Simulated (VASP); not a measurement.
# TiAl (P-6m2) in VASP: notebook, part 2 of 2

VASP 6.6.1.

## (4) Single point, r2SCAN

This run uses another cell than the first one, of 17.65 Å³/atom, 1.039 times its volume.

POSCAR

```
TiAl
1.0
    2.9234973377      0.0000000000      0.0000000000
   -1.4617486688      2.5318229623      0.0000000000
    0.0000000000      0.0000000000      4.7698334112
Ti Al
1 1
Direct
    0.0000000000      0.0000000000      0.0000000000
    0.3333333333      0.6666666667      0.5000000000
```

INCAR.step1

```
SYSTEM = TiAl
PREC     = Accurate       ! precision mode
ENCUT    = 520            ! plane-wave cutoff, eV
ISMEAR   = -1             ! smearing method
SIGMA    = 0.05           ! smearing width, eV
LREAL    = .False.        ! projectors in reciprocal space
LASPH    = .True.         ! aspherical terms in the spheres
NELM     = 80             ! most SCF steps
NBANDS   = 14             ! bands
GGA      = PE             ! functional
ALGO     = Normal         ! electronic algorithm
EDIFF    = 1E-4           ! SCF threshold, eV
LWAVE    = .True.         ! write WAVECAR
LCHARG   = .False.        ! write CHGCAR
```

INCAR.step2

```
SYSTEM = TiAl
PREC     = Accurate       ! precision mode
ENCUT    = 520            ! plane-wave cutoff, eV
EDIFF    = 1E-6           ! SCF threshold, eV
ISMEAR   = -1             ! smearing method
SIGMA    = 0.05           ! smearing width, eV
LREAL    = .False.        ! projectors in reciprocal space
LASPH    = .True.         ! aspherical terms in the spheres
NELM     = 80             ! most SCF steps
ALGO     = Normal         ! electronic algorithm
ISIF     = 2              ! what is computed and relaxed
LWAVE    = .False.        ! write WAVECAR
LCHARG   = .False.        ! write CHGCAR
METAGGA  = R2SCAN         ! meta-GGA
LMIXTAU  = .True.       
NBANDS   = 14             ! bands
ISTART   = 1
```

KPOINTS

```
regular mesh
0
Gamma
  11 11 6
  0 0 0
```

Potentials or basis: VASP PAW PBE potentials, release 64 (Ti_sv, Al).

Started as:

```bash
> cat potpaw_PBE.64/Ti_sv/POTCAR potpaw_PBE.64/Al/POTCAR > POTCAR
> cp INCAR.step1 INCAR
> mpirun -np 1 vasp_std > vasp.out
> cp INCAR.step2 INCAR
> mpirun -np 1 vasp_std > vasp.out
```

OUTCAR:

```text
SYSTEM = TiAl
   PREC = Accurate
   ENCUT = 520
   EDIFF = 1E-6
   ISMEAR = -1
   LREAL = .False.
   LASPH = .True.
   NELM = 80
   ISIF = 2
   METAGGA = R2SCAN
   ISTART = 1

 ion  position               nearest neighbor table
   1  0.000  0.000  0.000-   2 2.92   2 2.92   2 2.92   2 2.92   2 2.92   2 2.92
   2  0.333  0.667  0.500-   1 2.92   1 2.92   1 2.92   1 2.92   1 2.92   1 2.92

  LATTYP: Found a hexagonal cell.
 ALAT       =     2.9234973377
 C/A-ratio  =     1.6315504549

  Lattice vectors:

 A1 = (   2.9234973377,   0.0000000000,   0.0000000000)
 A2 = (  -1.4617486688,   2.5318229623,   0.0000000000)
 A3 = (   0.0000000000,   0.0000000000,   4.7698334112)

Analysis of symmetry for initial positions (statically):
=====================================================================
 Subroutine PRICEL returns:
 Original cell was already a primitive cell.

 Routine SETGRP: Setting up the symmetry group for a
 hexagonal supercell.

 Subroutine GETGRP returns: Found 12 space group operations
 (whereof 12 operations were pure point group operations)
 out of a pool of 24 trial point group operations.

The static configuration has the point symmetry D_3h.
[... 166 lines left out ...]
 Fermi energy:         7.2264383499

 k-point     1 :       0.0000    0.0000    0.0000
  band No.  band energies     occupation
      1     -51.7661      2.00000
      2     -27.0281      2.00000
      3     -26.6554      2.00000
      4     -26.6554      2.00000
      5      -1.9047      2.00000
      6       4.8819      2.00000
      7       5.2099      2.00000
      8       8.5975      0.00000
      9       8.5975      0.00000
     10      10.1030      0.00000
     11      10.1030      0.00000
     12      11.1678      0.00000
     13      20.4739      0.00000
     14      20.4739      0.00000
[... 377 lines left out ...]
      1     -51.7289      2.00000
      2     -26.9914      2.00000
      3     -26.8852      2.00000
      4     -26.7185      2.00000
      5      -0.3292      2.00000
      6       4.7265      2.00000
      7       6.6996      1.99995
      8       7.6017      0.00110
      9       9.6023      0.00000
     10       9.6513      0.00000
     11       9.8097      0.00000
     12      12.4696      0.00000
     13      13.9126      0.00000
     14      15.4885      0.00000

 [... further k-points ...]
[... 5 lines left out ...]
  --------------------------------------------------------------------------------------
  -------------------------------------------------------------------------------------
  Total       -1.2572611     -1.2572611     -1.9349719     -0.0000000      0.0000000     -0.0000000
  in kB      -57.0554056    -57.0554056    -87.8104077     -0.0000000      0.0000000     -0.0000000
  external PRESSURE =     -67.3070729 kB  Pullay stress =       0.0000000 kB

 VOLUME and BASIS-vectors are now :
 -----------------------------------------------------------------------------
  energy-cutoff  :      520.00
  volume of cell :       35.31
      direct lattice vectors                 reciprocal lattice vectors
     2.923497338  0.000000000  0.000000000     0.342056067  0.197486162  0.000000000
    -1.461748669  2.531822962  0.000000000     0.000000000  0.394972324  0.000000000
     0.000000000  0.000000000  4.769833411     0.000000000  0.000000000  0.209650928

 POSITION                                       TOTAL-FORCE (eV/Angst)
 -----------------------------------------------------------------------------------
      0.00000      0.00000      0.00000        -0.000000      0.000000      0.000000
     -0.00000      1.68788      2.38492         0.000000      0.000000      0.000000
 -----------------------------------------------------------------------------------
    total drift:                               -0.000003      0.000002      0.000000

  FREE ENERGIE OF THE ION-ELECTRON SYSTEM (eV)
  ---------------------------------------------------
  free  energy   TOTEN  =       -20.1897903937 eV

  energy  without entropy=      -20.1669906629  energy(sigma->0) =      -20.17839053
```

OSZICAR.step1:

```text
N       E                     dE             d eps       ncg     rms          rms(c)
DAV:   1     0.988415488331E+02    0.98842E+02   -0.69683E+03  1798   0.106E+03
DAV:   2    -0.761655198796E+01   -0.10646E+03   -0.10239E+03  1876   0.296E+02
DAV:   3    -0.135121662883E+02   -0.58956E+01   -0.57207E+01  2702   0.659E+01
DAV:   4    -0.136831849941E+02   -0.17102E+00   -0.17073E+00  2018   0.102E+01
DAV:   5    -0.136908175679E+02   -0.76326E-02   -0.76315E-02  2750   0.200E+00    0.885E+00
DAV:   6    -0.124178989919E+02    0.12729E+01   -0.67790E+00  2060   0.305E+01    0.400E+00
DAV:   7    -0.120894240692E+02    0.32847E+00   -0.95757E-01  1992   0.109E+01    0.184E+00
DAV:   8    -0.120637061107E+02    0.25718E-01   -0.19327E-01  1954   0.509E+00    0.942E-01
DAV:   9    -0.120604820843E+02    0.32240E-02   -0.71338E-02  1984   0.369E+00    0.478E-01
DAV:  10    -0.120555879894E+02    0.48941E-02   -0.10494E-02  2038   0.129E+00    0.663E-02
DAV:  11    -0.120556620495E+02   -0.74060E-04   -0.11907E-03  2514   0.329E-01    0.664E-02
DAV:  12    -0.120556482082E+02    0.13841E-04   -0.41179E-05  1142   0.655E-02
   1 F= -.12055648E+02 E0= -.12043215E+02  d E =-.248658E-01
```

Run time: 93 s. Hardware: 1 thread of Intel Xeon 6975P-C, shared host; peak memory 0.18 GiB.

What came out:

- Free energy: -20.1898 eV
- Pressure: -6.7 GPa

Levels at points of the mesh, in eV from the Fermi level:
```tsv
k point	band 6	band 7	band 8	band 9	band 10	band 11
(0.00, 0.00, 0.00)	-2.34	-2.02	1.37	1.37	2.88	2.88
(0.00, 0.00, 0.50)	-5.47	-0.37	1.38	1.38	2.81	2.81
```

Caveat: the PAW data sets were made with another functional, which shifts forces and pressure a little.

## (5) Overview

| cell | gap on the mesh (eV) | pressure (GPa) |
| --- | --- | --- |
| a = 2.886, b = 2.886, c = 4.709 Å, angles 90.0, 90.0, 120.0°, 2 atoms | none | -3.1 |
| a = 2.905, b = 2.905, c = 4.740 Å, angles 90.0, 90.0, 120.0°, 2 atoms | none | -5.0 |
| a = 2.923, b = 2.923, c = 4.770 Å, angles 90.0, 90.0, 120.0°, 2 atoms | none | -6.7 |

Alike in all rows: task single point; level r2SCAN; potentials or basis VASP PAW PBE potentials, release 64 (Ti_sv, Al); no spin polarisation; k mesh 11 × 11 × 6; cutoff (eV) 520; smearing fermi-dirac 0.05 eV.

Caveats: the PAW data sets were made with another functional, which shifts forces and pressure a little.

Absolute energies hang on the potentials; compare differences alone.
